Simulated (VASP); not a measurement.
# AlN (P6_3/mmc) in VASP: single point with LDA

Aim: the single point of AlN with LDA.

Program: VASP 6.6.1. These are calculated values, not measurements. Logs are shortened: lines on timing, memory, paths and dates and some standing lists are left out, and cuts for length are marked.

## Step 1: The cell of the first run

Symmetry: P6_3/mmc, No. 194, hexagonal system. Conventional cell: a = 3.312 Å, b = 3.312 Å, c = 4.188 Å, α = 90.00°, β = 90.00°, γ = 120.00°. Al (site symmetry -6m2) has 5 N at 1.91 to 2.09 Å within 2.5 Å. N (site symmetry -6m2) has 5 Al at 1.91 to 2.09 Å within 2.5 Å.

## Step 2: Single point, LDA

INCAR

```
SYSTEM = AlN
PREC     = Accurate       ! precision mode
ENCUT    = 520            ! plane-wave cutoff, eV
EDIFF    = 1E-7           ! SCF threshold, eV
ISMEAR   = 0              ! smearing method
SIGMA    = 0.01           ! smearing width, eV
LREAL    = .False.        ! projectors in reciprocal space
LASPH    = .True.         ! aspherical terms in the spheres
NELM     = 80             ! most SCF steps
ALGO     = Normal         ! electronic algorithm
ISIF     = 2              ! what is computed and relaxed
LWAVE    = .False.        ! write WAVECAR
LCHARG   = .True.         ! write CHGCAR
LELF     = .True.         ! ELF
LVHAR    = .True.       
NBANDS   = 16             ! bands
```

KPOINTS

```
regular mesh
0
Gamma
  6 6 4
  0 0 0
```

POSCAR

```
AlN
1.0
    3.3121157400      0.0000000000      0.0000000000
   -1.6560578700      2.8683763700      0.0000000000
    0.0000000000      0.0000000000      4.1875630000
Al N
2 2
Direct
    0.3333333300      0.6666666700      0.7500000000
    0.6666666700      0.3333333300      0.2500000000
    0.3333333300      0.6666666700      0.2500000000
    0.6666666700      0.3333333300      0.7500000000
```

Potentials or basis: VASP PAW LDA potentials, release 64 (Al, N).

The run is started by

```console
> cat potpaw_LDA.64/Al/POTCAR potpaw_LDA.64/N/POTCAR > POTCAR
> mpirun -np 1 vasp_std > vasp.out
```

OUTCAR:

```text
SYSTEM = AlN
   PREC = Accurate
   ENCUT = 520
   EDIFF = 1E-7
   ISMEAR = 0
   LREAL = .False.
   LASPH = .True.
   NELM = 80
   ISIF = 2

 ion  position               nearest neighbor table
   1  0.333  0.667  0.750-   4 1.91   4 1.91   4 1.91   3 2.09   3 2.09   2 2.84   2 2.84   2 2.84
                             2 2.84   2 2.84   2 2.84
   2  0.667  0.333  0.250-   3 1.91   3 1.91   3 1.91   4 2.09   4 2.09   1 2.84   1 2.84   1 2.84
                             1 2.84   1 2.84   1 2.84
   3  0.333  0.667  0.250-   2 1.91   2 1.91   2 1.91   1 2.09   1 2.09
   4  0.667  0.333  0.750-   1 1.91   1 1.91   1 1.91   2 2.09   2 2.09

  LATTYP: Found a hexagonal cell.
 ALAT       =     3.3121157400
 C/A-ratio  =     1.2643166268

  Lattice vectors:

 A1 = (   3.3121157400,   0.0000000000,   0.0000000000)
 A2 = (  -1.6560578700,   2.8683763700,   0.0000000000)
 A3 = (   0.0000000000,   0.0000000000,   4.1875630000)

Analysis of symmetry for initial positions (statically):
=====================================================================
 Subroutine PRICEL returns:
 Original cell was already a primitive cell.

 Routine SETGRP: Setting up the symmetry group for a
 hexagonal supercell.

 Subroutine GETGRP returns: Found 24 space group operations
 (whereof 12 operations were pure point group operations)
 out of a pool of 24 trial point group operations.

The static configuration has the point symmetry D_3d.
 The point group associated with its full space group is D_6h.

Analysis of symmetry for dynamics (positions and initial velocities):
=====================================================================
 Subroutine PRICEL returns:
 Original cell was already a primitive cell.

 Routine SETGRP: Setting up the symmetry group for a
 hexagonal supercell.

 Subroutine GETGRP returns: Found 24 space group operations
 (whereof 12 operations were pure point group operations)
 out of a pool of 24 trial point group operations.

The dynamic configuration has the point symmetry D_3d.
 The point group associated with its full space group is D_6h.

 Subroutine INISYM returns: Found 24 space group operations
 (whereof 12 operations are pure point group operations),
 and found     1 'primitive' translations

----------------------------------------------------------------------------------------

                                     Primitive cell

  volume of cell :      39.7835

  direct lattice vectors                    reciprocal lattice vectors
[... 91 lines left out ...]
   IBRION =     -1    ionic relax: 0-MD 1-quasi-New 2-CG
   NFREE  =      0    steps in history (QN), initial steepest desc. (CG)
   ISIF   =      2    stress and relaxation
   ISYM   =      2    0-nonsym 1-usesym 2-fastsym
   POTIM  = 0.5000    time-step for ionic-motion
   TEBEG  =    0.0;   TEEND  =   0.0 temperature during run
   PSTRESS=    0.0 pullay stress
   NELECT =      16.0000    total number of electrons
   NUPDOWN=      -1.0000    fix difference up-down
   EMIN   =  10.00;   EMAX   =-10.00  energy-range for DOS
   EFERMI =   0.00;   METHOD = LEGACY
   ISMEAR =     0;   SIGMA  =   0.01  broadening in eV -4-tet -1-fermi 0-gaus
   EFERMI_NEDOS =   21; number of points for ismear=-14 and -15
   IALGO  =     38    algorithm
   IMIX   =      4    mixing-type and parameters
     AMIX     =   0.40;   BMIX     =  1.00
     AMIX_MAG =   1.60;   BMIX_MAG =  1.00
  volume/ion in A,a.u.               =       9.95        67.12
  Fermi-wavevector in a.u.,A,eV,Ry     =   1.208409  2.283561 19.867928  1.460251
  Thomas-Fermi vector in A             =   2.344017
   LORBIT       =      0    0 simple, 1 ext, 2 COOP (PROOUT), +10 PAW based schemes
   GGA     = CA    functional components
   LHFCALC =     F    Hartree Fock is set to
   AEXX    =    0.0000 exact exchange contribution
   IVDW    =     0    specifies the selected vdW correction
   LEPSILON=     F    determine dielectric tensor
   LRPA    =     F    only Hartree local field effects (RPA)
 non-spin polarized calculation
 Gauss-broadening in eV      SIGMA  =   0.01
  energy-cutoff  :      520.00
  volume of cell :       39.78
 maximum number of plane-waves:      1080
 NGX is ok and might be reduce to    28
   NGX = 13   NGY = 13   NGZ = 15

 number of electron      16.0000001 magnetization

 Free energy of the ion-electron system (eV)
  ---------------------------------------------------
  ext. energy  EPLUGINS =         0.00000000
  ---------------------------------------------------
  free energy    TOTEN  =       -32.44178365 eV

  energy without entropy =      -32.44178365  energy(sigma->0) =      -32.44178365

 E-fermi :   7.7589     XC(G=0): -11.4876

 val. band max:        7.6838593898   @ k =   0.0000   0.0000   0.0000
 cond. band min:      10.9689918754   @ k =   0.0000   0.0000   0.0000
 fundamental gap:      3.2851324857
 Fermi energy:         7.7588722659

 k-point     1 :       0.0000    0.0000    0.0000
  band No.  band energies     occupation
      1      -8.9406      2.00000
      2      -5.2124      2.00000
      3       0.7836      2.00000
      4       4.4121      2.00000
      5       4.4121      2.00000
      6       6.0781      2.00000
[... 376 lines left out ...]
      3       0.7992      2.00000
      4       0.7992      2.00000
      5       2.5115      2.00000
      6       2.5115      2.00000
[... 8 lines left out ...]
     15      20.0710      0.00000
     16      20.0710      0.00000

------------------------ aborting loop because EDIFF is reached ----------------------------------------

  FORCE on cell =-STRESS in cart. coord.  units (eV):
  Direction    XX          YY          ZZ          XY          YZ          ZX
  --------------------------------------------------------------------------------------
  -------------------------------------------------------------------------------------
  Total       -1.9961953     -1.9961953     -2.1139508      0.0000000      0.0000000      0.0000000
  in kB      -80.3915916    -80.3915915    -85.1338879      0.0000000      0.0000000      0.0000000
  external PRESSURE =     -81.9723570 kB  Pullay stress =       0.0000000 kB

 VOLUME and BASIS-vectors are now :
 -----------------------------------------------------------------------------
  energy-cutoff  :      520.00
  volume of cell :       39.78
      direct lattice vectors                 reciprocal lattice vectors
     3.312115740  0.000000000  0.000000000     0.301921816  0.174314642  0.000000000
    -1.656057870  2.868376370  0.000000000     0.000000000  0.348629284  0.000000000
     0.000000000  0.000000000  4.187563000     0.000000000  0.000000000  0.238802377

 POSITION                                       TOTAL-FORCE (eV/Angst)
 -----------------------------------------------------------------------------------
     -0.00000      1.91225      3.14067         0.000000     -0.000000      0.000000
      1.65606      0.95613      1.04689         0.000000      0.000000      0.000000
     -0.00000      1.91225      1.04689         0.000000      0.000000      0.000000
      1.65606      0.95613      3.14067        -0.000000     -0.000000      0.000000
 -----------------------------------------------------------------------------------
    total drift:                               -0.000001      0.000001      0.000000

  FREE ENERGIE OF THE ION-ELECTRON SYSTEM (eV)
  ---------------------------------------------------
  free  energy   TOTEN  =       -32.4417836529 eV

  energy  without entropy=      -32.4417836529  energy(sigma->0) =      -32.44178365
```

OSZICAR:

```text
N       E                     dE             d eps       ncg     rms          rms(c)
DAV:   1     0.435753615512E+02    0.43575E+02   -0.73873E+03   672   0.899E+02
DAV:   2    -0.336310517665E+02   -0.77206E+02   -0.70227E+02   960   0.182E+02
DAV:   3    -0.372001721157E+02   -0.35691E+01   -0.35545E+01   808   0.393E+01
DAV:   4    -0.372179389335E+02   -0.17767E-01   -0.17766E-01   808   0.338E+00
DAV:   5    -0.372181156175E+02   -0.17668E-03   -0.17668E-03   824   0.326E-01    0.118E+01
DAV:   6    -0.325621400233E+02    0.46560E+01   -0.98182E+00   744   0.229E+01    0.402E+00
DAV:   7    -0.325045884282E+02    0.57552E-01   -0.56730E-01   816   0.480E+00    0.272E+00
DAV:   8    -0.324458323391E+02    0.58756E-01   -0.99423E-02   688   0.256E+00    0.557E-01
DAV:   9    -0.324416577937E+02    0.41745E-02   -0.11065E-02   816   0.785E-01    0.245E-01
DAV:  10    -0.324418717154E+02   -0.21392E-03   -0.93144E-04   776   0.202E-01    0.175E-01
DAV:  11    -0.324417849907E+02    0.86725E-04   -0.13048E-04   760   0.868E-02    0.322E-02
DAV:  12    -0.324417840133E+02    0.97746E-06   -0.22267E-06   840   0.107E-02    0.874E-03
DAV:  13    -0.324417836534E+02    0.35984E-06   -0.13434E-06   824   0.854E-03    0.132E-03
DAV:  14    -0.324417836529E+02    0.54945E-09   -0.20292E-08   352   0.118E-03
   1 F= -.32441784E+02 E0= -.32441784E+02  d E =-.143090E-28
```

Wall time 26 s (1 thread of Intel Xeon 8259CL, shared host); peak memory 0.14 GiB.

What came out:

- Free energy: -32.4418 eV
- Pressure: -8.2 GPa
- Band gap on the k mesh: 3.29 eV, direct

A k mesh can miss the band edges. Expect the measured gap to be larger: semilocal functionals such as LDA lack the derivative discontinuity.
